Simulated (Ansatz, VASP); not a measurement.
**One calculation of TiO2, two programs**

INCAR

```
PREC = Accurate ; ENCUT = 520
EDIFF = 1E-6 ; ISMEAR = -1
SIGMA = 0.08 ; LREAL = False
LASPH = True ; NELM = 80
ALGO = Normal ; ISIF = 2
LWAVE = False ; LCHARG = True
GGA = PE ; LELF = True
LVHAR = True ; NBANDS = 33
```

KPOINTS

```
regular mesh
0
Gamma
  13 13 13
```

The input POSCAR:

```
TiO2
1.0
   -1.8987874216      1.8987874216      4.7728041028
    1.8987874216     -1.8987874216      4.7728041028
    1.8987874216      1.8987874216     -4.7728041028
Ti O
2 4
Direct
    0.0000000000      0.0000000000      0.0000000000
    0.7500000000      0.2500000000      0.5000000000
    0.2066000000      0.2066000000      0.0000000000
    0.9566000000      0.4566000000      0.5000000000
    0.5434000000      0.0434000000      0.5000000000
    0.7934000000      0.7934000000      0.0000000000
```

Input for Ansatz:

```yaml
crystal:
  lattice:
    - [-1.8987874216, 1.8987874216, 4.7728041028]
    - [1.8987874216, -1.8987874216, 4.7728041028]
    - [1.8987874216, 1.8987874216, -4.7728041028]
  atoms:
    - { symbol: Ti, position: [0.0, 0.0, 0.0] }
    - { symbol: Ti, position: [0.75, 0.25, 0.5] }
    - { symbol: O, position: [0.2066, 0.2066, 0.0] }
    - { symbol: O, position: [0.9566, 0.4566, 0.5] }
    - { symbol: O, position: [0.5434, 0.0434, 0.5] }
    - { symbol: O, position: [0.7934, 0.7934, 0.0] }
kpoints:
  mp_grid: { grid: [13, 13, 13] }
  band_path:
    path:
      - [0.0, 0.0, 0.0]
      - [0.0, 0.0, 0.5]
      - [0.25, 0.25, 0.25]
      - [0.0, 0.5, 0.0]
      - [0.0, 0.0, 0.0]
      - [0.5, 0.5, -0.5]
      - [0.289568126, 0.710431874, -0.289568126]
      - [-0.289568126, 0.289568126, 0.289568126]
      - [0.0, 0.0, 0.0]
    npoints: 5
scf:
  occupations: { method: fermi_dirac, width: 0.08 }
hamiltonian:
  xc: pbe
  pseudopotentials: { kind: all_electron, lapw: { basis_error: 0.001 } }
output:
  forces: true
  stress: true
  eigenvalues: true
```

Change from the starting cell: volume scaled by 1.01.

Alike in both runs: task single point; functional PBE; k mesh 13 × 13 × 13; occupations fermi-dirac, width 0.08 eV; no spin polarisation.

|  | VASP | Ansatz |
| --- | --- | --- |
| version | VASP 6.6.1 | Ansatz 0.2.0 |
| potentials or method | VASP PAW PBE potentials, release 64 (Ti_sv, O), cutoff 520 eV | all-electron LAPW, scalar-relativistic |

|  | VASP | Ansatz | Ansatz less VASP |
| --- | --- | --- | --- |
| pressure (GPa) | 4.4 | 3.7 | -0.69 |
| traceless stress, the component that is largest in VASP (GPa) | 2.60 | 2.49 | -0.103 |
| rms of the force components (eV/Å) | 0.139 | 0.129 | -0.0102 |

Atom by atom the forces differ by 0.010 eV/Å (rms over components). Ansatz ran all-electron here, and VASP with PAW potentials.
